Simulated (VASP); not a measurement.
# Ti: single point with PBE

Crystal: Ti.

```
CELL_PARAMETERS angstrom
2.93828 0.00000 0.00000
-1.46914 2.54462 0.00000
0.00000 0.00000 4.65192
ATOMIC_POSITIONS crystal
Ti 0.33333 0.66667 0.25000
Ti 0.66667 0.33333 0.75000
```

```json
{
 "Program": "VASP 6.6.1",
 "Task": "single point",
 "Functional": "PBE",
 "Potentials or basis": "VASP PAW PBE potentials, release 64 (Ti_sv)",
 "Cutoff": "520 eV",
 "k mesh": "15 × 15 × 8",
 "Occupations": "fermi-dirac, width 0.05 eV",
 "Spin": "no spin polarisation"
}
```

The pressure is -0.2 GPa. The band gap on the k mesh is zero (bands 12 and 13 overlap by 1.01 eV).

Stress tensor (GPa, compression positive):
```
-0.21  0.00  0.00
 0.00 -0.21  0.00
 0.00  0.00 -0.29
```

Levels at points of the mesh, in eV from the Fermi level:
```tsv
k point	band 8	band 9	band 10	band 11	band 12	band 13	band 14	band 15	band 16	band 17
(0.00, 0.00, 0.00)	-32.71	-6.21	-2.69	0.77	0.77	0.77	0.88	1.27	1.27	1.62
(0.00, 0.00, 0.50)	-32.76	-4.35	-4.35	0.08	0.08	0.68	0.68	0.68	0.68	2.79
```

Run time: 110 s on 1 thread of Intel Xeon 8259CL (shared host), peak memory 0.2 GiB.
